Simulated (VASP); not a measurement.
**Sn: single point with PBE0**

Sn:

```xyz
1
Lattice="-2.0690 2.0690 1.6933 2.0690 -2.0690 1.6933 2.0690 2.0690 -1.6933" Properties=species:S:1:pos:R:3 pbc="T T T"
Sn    0.0000    0.0000    0.0000
```

```yaml
Program: VASP 6.6.1
Task: single point
Functional: PBE0
Potentials_or_basis: VASP PAW PBE potentials, release 64 (Sn_d)
Cutoff: 520 eV
k_mesh: 6 × 6 × 6
Occupations: fermi-dirac, width 0.05 eV
Spin: no spin polarisation
Dipole_correction: no
Grid_for_exact_exchange_PRECFOCK: Normal
Further_INCAR_settings: ALGO = Normal; EDIFF = 1e-06; NBANDS = 13
Share_of_exact_exchange: 0.25
```

```
Pressure               : -2.7 GPa
Band gap on the k mesh : zero (bands 7 and 8 overlap by 9.91 eV)
```

Stress tensor (GPa, compression positive):
```
-1.85  0.00  0.00
 0.00 -1.85  0.00
 0.00  0.00 -4.51
```

Levels at points of the mesh, in eV from the Fermi level:
```csv
k point,band 3,band 4,band 5,band 6,band 7,band 8,band 9,band 10,band 11,band 12
"(0.00, 0.00, 0.00)",-24.77,-24.77,-24.66,-12.98,6.99,6.99,9.49,10.45,11.53,12.99
"(0.50, 0.00, 0.00)",-24.70,-24.64,-24.62,-7.36,-5.42,3.14,4.53,7.25,7.53,14.06
"(0.50, 0.50, 0.00)",-24.73,-24.70,-24.63,-8.98,-5.99,5.98,7.97,10.48,11.16,12.18
"(0.50, 0.50, 0.50)",-24.64,-24.64,-24.61,-4.79,-2.61,-2.61,2.63,3.09,6.20,19.52
```

Wall time 32 min on 1 thread of AMD EPYC 7R13 (shared host), peak memory 0.18 GiB.

Caveat: the k points lie up to 0.40 Å⁻¹ apart, too coarse for converged energies and pressures of a metal; the PAW data sets were made with another functional, which shifts forces and pressure a little; spin-orbit coupling is left out, which moves the levels of the heavy elements.
